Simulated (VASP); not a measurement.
# W (P1) in VASP: a series of runs

Runs on W. Level: PBE. Tasks: single point.

Everything below comes from runs of VASP 6.6.1. Logs are shortened: lines on timing, memory, paths and dates and some standing lists are left out, and cuts for length are marked.

## (1) The cell of the first run

The typed cell holds 16 atoms: a = 6.621 Å, b = 6.621 Å, c = 6.621 Å, α = 90.00°, β = 90.00°, γ = 90.00°.

## (2) Single point, PBE

Input file INCAR:

```
SYSTEM = W
ALGO = Normal ; EDIFF = 1E-6
ENCUT = 520 ; GGA = PE
ISIF = 2 ; ISMEAR = -1
LASPH = .TRUE. ; LCHARG = .FALSE.
LREAL = Auto ; LWAVE = .FALSE.
NBANDS = 126 ; NELM = 100
PREC = Accurate ; SIGMA = 0.17
```

Input file KPOINTS:

```
k-points
0
G
  3 3 3
  0 0 0
```

Input file POSCAR:

```
W
1.0
    6.6213980000      0.0000000000      0.0000000000
    0.0000000000      6.6213980000      0.0000000000
    0.0000000000      0.0000000000      6.6213980000
W
16
Direct
    0.0061467382     -0.0412903740      0.0188177784
    0.4798835533      0.0181834712     -0.0006343071
    0.0156915503      0.4937174899     -0.0074304550
    0.0178814202      0.0151478585      0.5017822520
    0.2449029646      0.2555955706      0.2251941357
    0.5146194202      0.5322743022      0.0012535117
    0.5296464583      0.0250098242      0.4650075407
    0.7388620953      0.2610173864      0.2469267064
   -0.0103301448      0.4833873451      0.5048631724
    0.2176881680      0.7480444462      0.2529979319
    0.2764823984      0.2518501380      0.7516690584
    0.5133054983      0.5011328423      0.5147100356
    0.7361587387      0.7564263619      0.2299816444
    0.7491016248      0.2329870520      0.7608665119
    0.2282599536      0.7418221953      0.7707133750
    0.7417013748      0.7247110051      0.7632829200
```

Potentials or basis: VASP PAW PBE potentials, release 64 (W_sv).

Command:

```console
cat potpaw_PBE.64/W_sv/POTCAR > POTCAR
mpirun -np 1 vasp_std > vasp.out
```

OUTCAR:

```text
SYSTEM = W
   EDIFF = 1E-6
   ENCUT = 520
   GGA = PE
   ISIF = 2
   ISMEAR = -1
   LASPH = .TRUE.
   LREAL = Auto
   NELM = 100
   PREC = Accurate

 ion  position               nearest neighbor table
   1  0.006  0.959  0.019-  10 2.51  15 2.63  13 2.64   5 2.87  16 2.89  14 3.02   8 3.07   3 3.08
                             2 3.16  11 3.18   4 3.22   4 3.44
   2  0.480  0.018  0.999-  11 2.63   5 2.67  14 2.77   8 2.87  13 2.87  15 2.90  10 3.01  16 3.04
                             7 3.10   1 3.16   6 3.23   6 3.41
   3  0.016  0.494  0.993-  15 2.61   5 2.68  10 2.76  16 2.82  11 2.84  14 2.91   8 2.93  13 2.99
                             1 3.08   9 3.23   6 3.31   6 3.33   9 3.40
   4  0.018  0.015  0.502-  10 2.76  11 2.85   5 2.85  14 2.86  15 2.90   8 2.99   9 3.11  13 3.11
                            16 3.17   1 3.22   7 3.24   7 3.40   1 3.44
   5  0.245  0.256  0.225-   2 2.67   3 2.68   4 2.85   1 2.87   7 2.90   9 2.93   6 2.96  12 3.08
                            11 3.14  10 3.27   8 3.27   8 3.35  10 3.37
   6  0.515  0.532  0.001-  16 2.52  13 2.58  15 2.80   8 2.84  11 2.94  10 2.95   5 2.96  14 2.98
                             2 3.23  12 3.23   3 3.31   3 3.33  12 3.41   2 3.41
   7  0.530  0.025  0.465-   8 2.54  13 2.73  14 2.80   5 2.90  11 2.94  10 3.10   2 3.10  16 3.13
                            12 3.17   4 3.24   4 3.40  15 3.41  12 3.49
   8  0.739  0.261  0.247-   7 2.54   9 2.80  12 2.81   6 2.84   2 2.87   3 2.93   4 2.99   1 3.07
                            14 3.22   5 3.27  13 3.28  13 3.34   5 3.35  14 3.41
   9  0.990  0.483  0.505-   8 2.80  10 2.85  14 2.86  16 2.86  15 2.92   5 2.93  11 2.94  13 3.07
                             4 3.11  12 3.16   3 3.23   3 3.40  12 3.47
  10  0.218  0.748  0.253-   1 2.51   4 2.76   3 2.76   9 2.85   6 2.95   2 3.01  12 3.08   7 3.10
                            13 3.19  15 3.19   5 3.27   5 3.37  15 3.43  13 3.44
  11  0.276  0.252  0.752-   2 2.63  12 2.76   3 2.84   4 2.85   9 2.94   6 2.94   7 2.94  14 3.13
                             5 3.14   1 3.18  15 3.26  15 3.39
  12  0.513  0.501  0.515-  16 2.68  11 2.76   8 2.81  14 2.87  13 2.93  15 3.00   5 3.08  10 3.08
                             9 3.16   7 3.17   6 3.23   6 3.41   9 3.47   7 3.49
  13  0.736  0.756  0.230-   6 2.58   1 2.64   7 2.73   2 2.87  12 2.93   3 2.99   9 3.07  16 3.10
                             4 3.11  10 3.19   8 3.28   8 3.34  10 3.44
  14  0.749  0.233  0.761-   2 2.77   7 2.80   9 2.86   4 2.86  12 2.87   3 2.91   6 2.98   1 3.02
                            11 3.13   8 3.22  16 3.26  16 3.37   8 3.41
  15  0.228  0.742  0.771-   3 2.61   1 2.63   6 2.80   4 2.90   2 2.90   9 2.92  12 3.00  10 3.19
                            16 3.22  11 3.26  11 3.39  16 3.40   7 3.41  10 3.43
  16  0.742  0.725  0.763-   6 2.52  12 2.68   3 2.82   9 2.86   1 2.89   2 3.04  13 3.10   7 3.13
                             4 3.17  15 3.22  14 3.26  14 3.37  15 3.40

  LATTYP: Found a simple cubic cell.
 ALAT       =     6.6213980000

  Lattice vectors:

 A1 = (   6.6213980000,   0.0000000000,   0.0000000000)
 A2 = (   0.0000000000,   6.6213980000,   0.0000000000)
 A3 = (   0.0000000000,   0.0000000000,   6.6213980000)

Analysis of symmetry for initial positions (statically):
=====================================================================
 Subroutine PRICEL returns:
 Original cell was already a primitive cell.

 Routine SETGRP: Setting up the symmetry group for a
 simple cubic supercell.

 Subroutine GETGRP returns: Found  1 space group operations
 (whereof  1 operations were pure point group operations)
 out of a pool of 48 trial point group operations.

The static configuration has the point symmetry C_1 .

Analysis of symmetry for dynamics (positions and initial velocities):
=====================================================================
 Subroutine PRICEL returns:
 Original cell was already a primitive cell.

 Routine SETGRP: Setting up the symmetry group for a
 simple cubic supercell.

 Subroutine GETGRP returns: Found  1 space group operations
 (whereof  1 operations were pure point group operations)
 out of a pool of 48 trial point group operations.

The dynamic configuration has the point symmetry C_1 .

 Subroutine INISYM returns: Found  1 space group operations
 (whereof  1 operations are pure point group operations),
 and found     1 'primitive' translations

----------------------------------------------------------------------------------------

                                     Primitive cell

  volume of cell :     290.3014

  direct lattice vectors                    reciprocal lattice vectors
     6.621398000  0.000000000  0.000000000     0.151025509  0.000000000  0.000000000
     0.000000000  6.621398000  0.000000000     0.000000000  0.151025509  0.000000000
     0.000000000  0.000000000  6.621398000     0.000000000  0.000000000  0.151025509

  length of vectors
     6.621398000  6.621398000  6.621398000     0.151025509  0.151025509  0.151025509

  position of ions in fractional coordinates (direct lattice)
     0.006146738  0.958709626  0.018817778
     0.479883553  0.018183471  0.999365693
     0.015691550  0.493717490  0.992569545
     0.017881420  0.015147859  0.501782252
     0.244902965  0.255595571  0.225194136
     0.514619420  0.532274302  0.001253512
[... 8 lines left out ...]
     0.228259954  0.741822195  0.770713375
     0.741701375  0.724711005  0.763282920

  ion indices of the primitive-cell ions
   primitive index   ion index
                 1           1
                 2           2
                 3           3
                 4           4
                 5           5
                 6           6
[... 8 lines left out ...]
                15          15
                16          16

----------------------------------------------------------------------------------------

 KPOINTS: k-points

Automatic generation of k-mesh.
 Grid dimensions read from file:
 generate k-points for:    3    3    3

 Generating k-lattice:

  Cartesian coordinates                     Fractional coordinates (reciprocal lattice)
     0.050341836  0.000000000  0.000000000     0.333333333  0.000000000  0.000000000
     0.000000000  0.050341836  0.000000000     0.000000000  0.333333333  0.000000000
     0.000000000  0.000000000  0.050341836     0.000000000  0.000000000  0.333333333

  Length of vectors
     0.050341836  0.050341836  0.050341836

  Shift w.r.t. Gamma in fractional coordinates (k-lattice)
     0.000000000  0.000000000  0.000000000

 Subroutine IBZKPT returns following result:
 ===========================================

 Found     14 irreducible k-points:

 Following reciprocal coordinates:
            Coordinates               Weight
  0.000000  0.000000  0.000000      1.000000
  0.333333  0.000000  0.000000      2.000000
  0.000000  0.333333  0.000000      2.000000
  0.000000  0.000000  0.333333      2.000000
  0.333333  0.333333  0.000000      2.000000
  0.000000  0.333333  0.333333      2.000000
  0.333333  0.000000  0.333333      2.000000
 -0.333333  0.333333  0.000000      2.000000
 -0.333333  0.000000  0.333333      2.000000
  0.000000 -0.333333  0.333333      2.000000
  0.333333  0.333333  0.333333      2.000000
 -0.333333  0.333333  0.333333      2.000000
 -0.333333 -0.333333  0.333333      2.000000
  0.333333 -0.333333  0.333333      2.000000
   k-points           NKPTS =     14   k-points in BZ     NKDIM =     14   number of bands    NBANDS=    126
   number of dos      NEDOS =    301   number of ions     NIONS =     16
   total plane-waves  NPLWV = 125000
   dimension x,y,z NGX =    50 NGY =   50 NGZ =   50
   dimension x,y,z NGXF=   100 NGYF=  100 NGZF=  100
   ions per type =              16
   NGX,Y,Z   is equivalent  to a cutoff of  12.55, 12.55, 12.55 a.u.
   NGXF,Y,Z  is equivalent  to a cutoff of  25.11, 25.11, 25.11 a.u.
 SYSTEM =  W
   PREC   = accura    normal or accurate (medium, high low for compatibility)
   ISTART =      0    job   : 0-new  1-cont  2-samecut
   ICHARG =      2    charge: 1-file 2-atom 10-const
   ISPIN  =      1    spin polarized calculation?
   LNONCOLLINEAR =      F non collinear calculations
   LSORBIT =      F    spin-orbit coupling
   LASPH  =      T    aspherical Exc in radial PAW
   ENCUT  =  520.0 eV  38.22 Ry    6.18 a.u.  12.31 12.31 12.31*2*pi/ulx,y,z
   NELM   =    100;   NELMIN=  2; NELMDL= -5     # of ELM steps
   EDIFF  = 0.1E-05   stopping-criterion for ELM
   LREAL  =      T    real-space projection
   EDIFFG = 0.1E-04   stopping-criterion for IOM
   NSW    =      0    number of steps for IOM
   IBRION =     -1    ionic relax: 0-MD 1-quasi-New 2-CG
   NFREE  =      0    steps in history (QN), initial steepest desc. (CG)
   ISIF   =      2    stress and relaxation
   ISYM   =      2    0-nonsym 1-usesym 2-fastsym
   POTIM  = 0.5000    time-step for ionic-motion
   TEBEG  =    0.0;   TEEND  =   0.0 temperature during run
   PSTRESS=    0.0 pullay stress
   NELECT =     224.0000    total number of electrons
   NUPDOWN=      -1.0000    fix difference up-down
   EMIN   =  10.00;   EMAX   =-10.00  energy-range for DOS
   EFERMI =   0.00;   METHOD = LEGACY
   ISMEAR =    -1;   SIGMA  =   0.17  broadening in eV -4-tet -1-fermi 0-gaus
   EFERMI_NEDOS =   21; number of points for ismear=-14 and -15
   IALGO  =     38    algorithm
   IMIX   =      4    mixing-type and parameters
     AMIX     =   0.40;   BMIX     =  1.00
     AMIX_MAG =   1.60;   BMIX_MAG =  1.00
  volume/ion in A,a.u.               =      18.14       122.44
  Fermi-wavevector in a.u.,A,eV,Ry     =   1.501555  2.837527 30.676598  2.254666
  Thomas-Fermi vector in A             =   2.612910
   LORBIT       =      0    0 simple, 1 ext, 2 COOP (PROOUT), +10 PAW based schemes
   GGA     = PE    functional components
[... 5 lines left out ...]
 non-spin polarized calculation
  energy-cutoff  :      520.00
  volume of cell :      290.30
 maximum number of plane-waves:      7842
 NGX is ok and might be reduce to    50
   NGX = 25   NGY = 25   NGZ = 25

 number of electron     224.0000005 magnetization

 Free energy of the ion-electron system (eV)
  ---------------------------------------------------
  ext. energy  EPLUGINS =         0.00000000
  ---------------------------------------------------
  free energy    TOTEN  =      -201.71883037 eV

  energy without entropy =     -200.84539794  energy(sigma->0) =     -201.28211416

 E-fermi :   9.4328     XC(G=0): -12.8511

 val. band max:        9.3498549158   @ k =   0.0000   0.3333   0.3333
 cond. band min:       9.4335631942   @ k =   0.0000   0.3333   0.0000
 fundamental gap:      0.0837082784
 Fermi energy:         9.4327681523

 k-point     1 :       0.0000    0.0000    0.0000
  band No.  band energies     occupation
      1     -64.7466      2.00000
      2     -64.7193      2.00000
      3     -64.7094      2.00000
      4     -64.6964      2.00000
      5     -64.6764      2.00000
      6     -64.6545      2.00000
[... 116 lines left out ...]
    123      11.1742      0.00007
    124      11.2437      0.00005

 k-point     2 :       0.3333    0.0000    0.0000
  band No.  band energies     occupation
      1     -64.7425      2.00000
      2     -64.7197      2.00000
      3     -64.7143      2.00000
      4     -64.6951      2.00000
      5     -64.6756      2.00000
      6     -64.6559      2.00000
[... 1640 lines left out ...]
    123      11.2170      0.00006
    124      11.2444      0.00005
 [bands above 124 left out]

------------------------ aborting loop because EDIFF is reached ----------------------------------------

  FORCE on cell =-STRESS in cart. coord.  units (eV):
  Direction    XX          YY          ZZ          XY          YZ          ZX
  --------------------------------------------------------------------------------------
  -------------------------------------------------------------------------------------
  Total      -36.4963407    -36.4334405    -35.7404544      0.4496353     -1.7311709     -0.0432010
  in kB     -201.4238183   -201.0766716   -197.2520710      2.4815435     -9.5543566     -0.2384268
  external PRESSURE =    -199.9175203 kB  Pullay stress =       0.0000000 kB

 VOLUME and BASIS-vectors are now :
 -----------------------------------------------------------------------------
  energy-cutoff  :      520.00
  volume of cell :      290.30
      direct lattice vectors                 reciprocal lattice vectors
     6.621398000  0.000000000  0.000000000     0.151025509  0.000000000  0.000000000
     0.000000000  6.621398000  0.000000000     0.000000000  0.151025509  0.000000000
     0.000000000  0.000000000  6.621398000     0.000000000  0.000000000  0.151025509

 POSITION                                       TOTAL-FORCE (eV/Angst)
 -----------------------------------------------------------------------------------
      0.04070      6.34800      0.12460        -1.311109      3.144375     -1.717269
      3.17750      0.12040      6.61720         1.475641     -0.830661     -0.414423
      0.10390      3.26910      6.57220        -1.258247     -0.809343      0.352481
      0.11840      0.10030      3.32250        -0.622575     -0.744495      0.460606
      1.62160      1.69240      1.49110         0.072449     -0.278866      1.876552
      3.40750      3.52440      0.00830        -1.552444     -2.404574      0.218006
[... 8 lines left out ...]
      1.51140      4.91190      5.10320         1.507357      0.656830     -1.876151
      4.91110      4.79860      5.05400         0.849586      1.731185     -1.696137
 -----------------------------------------------------------------------------------
    total drift:                               -0.005907      0.002424      0.001624

  FREE ENERGIE OF THE ION-ELECTRON SYSTEM (eV)
  ---------------------------------------------------
  free  energy   TOTEN  =      -201.7188303695 eV

  energy  without entropy=     -200.8453979442  energy(sigma->0) =     -201.28211416
```

Wall time 7.7 min (1 thread of Intel Xeon 6975P-C (Granite Rapids), shared host); peak memory 0.54 GiB.

What came out:

- Free energy: -201.7188 eV
- Pressure: -20.0 GPa
- Largest force: 3.815 eV/Å
- Band gap on the k mesh: zero (band 112 reaches 9.65 eV, above the bottom of band 113 at 9.43 eV)

Forces in eV/Å, atoms in the order of the input:
```
W   -1.311  3.144 -1.717
W    1.476 -0.831 -0.414
W   -1.258 -0.809  0.352
W   -0.623 -0.744  0.461
W    0.072 -0.279  1.877
W   -1.552 -2.405  0.218
W   -1.625 -1.364  1.836
W    1.195  0.006 -0.077
W    0.620  1.051 -0.346
W    2.048 -0.629  1.382
W   -1.694  0.002 -0.873
W   -0.902  0.290 -0.747
W    0.522 -0.231  2.317
W    0.676  0.410 -0.695
W    1.507  0.657 -1.876
W    0.850  1.731 -1.696
```

Caveat: spin-orbit coupling is left out, which moves the levels of the heavy elements; forces of over 1 eV/Å act on the atoms, so gaps and moduli don't describe the material at rest.

(Part 1 of 2 ends here.)
